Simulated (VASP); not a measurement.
Write the native input for VASP 6.6.1 that does the following.

```
Task                   : single point
Functional             : r2SCAN
Potentials or basis    : VASP PAW PBE potentials, release 64 (B, N)
Cutoff                 : 520 eV
k mesh                 : 12 × 12 × 8
Occupations            : fermi-dirac, width 0.02 eV
Spin                   : no spin polarisation
Dipole correction      : no
Further INCAR settings : ALGO = Normal; EDIFF = 1e-07; NBANDS = 16
```

BN:

```
B N
1.0
     2.49148    0.00000    0.00000
    -1.24574    2.15769    0.00000
     0.00000    0.00000    4.12111
B N
2 2
Direct
  0.66667 0.33333 0.00042
  0.33333 0.66667 0.50042
  0.66667 0.33333 0.37458
  0.33333 0.66667 0.87458
```

The input as run:

POSCAR

```
BN
1.0
    2.4914815685     -0.0000000029      0.0000000000
   -1.2457407817      2.1576863328      0.0000000000
    0.0000000000      0.0000000000      4.1211120500
B N
2 2
Direct
    0.6666666667      0.3333333333      0.0004233711
    0.3333333333      0.6666666667      0.5004233711
    0.6666666667      0.3333333333      0.3745766289
    0.3333333333      0.6666666667      0.8745766289
```

INCAR.step1

```
SYSTEM = BN
PREC = Accurate ; ENCUT = 520
ISMEAR = -1 ; SIGMA = 0.02
LREAL = .False. ; LASPH = .True.
NELM = 100 ; NBANDS = 16
GGA = PE ; ALGO = Normal
EDIFF = 1E-4 ; LWAVE = .True.
LCHARG = .False.
```

INCAR.step2

```
SYSTEM = BN
PREC = Accurate ; ENCUT = 520
EDIFF = 1E-7 ; ISMEAR = -1
SIGMA = 0.02 ; LREAL = .False.
LASPH = .True. ; NELM = 100
ALGO = Normal ; ISIF = 2
LWAVE = .False. ; LCHARG = .True.
METAGGA = R2SCAN ; LMIXTAU = .True.
LELF = .True. ; LVHAR = .True.
NBANDS = 16 ; ISTART = 1
```

KPOINTS

```
Automatic mesh
0
Gamma
  12 12 8
  0 0 0
```

Potentials or basis: VASP PAW PBE potentials, release 64 (B, N).

Launch:

```bash
$ cat potpaw_PBE.64/B/POTCAR potpaw_PBE.64/N/POTCAR > POTCAR
$ cp INCAR.step1 INCAR
$ mpirun -np 1 vasp_std > vasp.out
$ cp INCAR.step2 INCAR
$ mpirun -np 1 vasp_std > vasp.out
```

It gave:

| Property | Result |
| --- | --- |
| Pressure | 28.8 GPa |
| Largest force | 0.004 eV/Å |
| Band gap on the k mesh | 5.59 eV, indirect (least direct gap 9.28 eV) |

Caveat: the PAW data sets were made with another functional, which shifts forces and pressure a little.

It took 120 s on 1 thread of AMD EPYC 7R43 64-Core Processor (Zen 3) (shared host), peak memory 0.12 GiB.
